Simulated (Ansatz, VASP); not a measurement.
**Two plane-wave programs on ZnO**

```
Zn O
1.0
     2.84849    0.00000    0.00000
     0.00000    2.84849    0.00000
     0.00000    0.00000    4.75141
Zn O
1 1
Direct
  0.00000 0.00000 0.50000
  0.50000 0.50000 0.50000
```

Alike in both runs: functional PBE; k mesh 12 × 12 × 8; occupations gaussian, width 0.01 eV; no spin polarisation.

Ansatz relaxed the structure, and its values are those at the end. VASP's run is a single point on that final structure, the one shown.

```csv
,VASP,Ansatz
version,VASP 6.6.1,Ansatz 0.2.0
potentials or method,"VASP PAW PBE potentials, release 64 (Zn, O), cutoff 520 eV","scalar-relativistic, plane waves, PAW"
valence electrons in the cell,18,18
```

Ansatz gave:

| Item | Value |
| --- | --- |
| gap on the k mesh at the Fermi level (eV) | 0.22 |
| least direct gap on the mesh (eV) | 2.79 |
| pressure (GPa) | 0.0 |

Question: Which values does VASP return?

Answer: gap on the k mesh at the Fermi level (eV): 0.21; least direct gap on the mesh (eV): 2.77; pressure (GPa): 0.6.

The functional is the same, so the differences come from potentials, cutoffs and numerics.
